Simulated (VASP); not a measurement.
Input of a VASP 6.6.1 run:

The input INCAR:

```
  ALGO = Normal
  EDIFF = 1E-6
  ENCUT = 500
  GGA = PE
  GGA_COMPAT = False
  ISIF = 2
  ISMEAR = -1
  LASPH = True
  LCHARG = True
  LELF = True
  LREAL = False
  LVHAR = True
  LWAVE = False
  NBANDS = 19
  NELM = 120
  PREC = Accurate
  SIGMA = 0.03
```

Contents of KPOINTS:

```
k-points
0
Gamma
  10 10 10
```

File POSCAR:

```
K2S
1.0
    0.0000000000      3.8045072023      3.8045072023
    3.8045072023      0.0000000000      3.8045072023
    3.8045072023      3.8045072023      0.0000000000
S K
1 2
Direct
    0.0000000000      0.0000000000      0.0000000000
    0.2500000000      0.2500000000      0.2500000000
    0.7500000000      0.7500000000      0.7500000000
```

Potentials or basis: VASP PAW PBE potentials, release 64 (S, K_sv).

The run is started by

```bash
$ cat potpaw_PBE.64/S/POTCAR potpaw_PBE.64/K_sv/POTCAR > POTCAR
$ mpirun -np 1 vasp_std > vasp.out
```

**Question.** What does it give for the band gap on the k mesh?

**Answer.** 2.18 eV (least direct gap 2.30 eV).

**Question.** What does it give for the pressure?

**Answer.** -0.9 GPa.

A k mesh can miss the band edges.
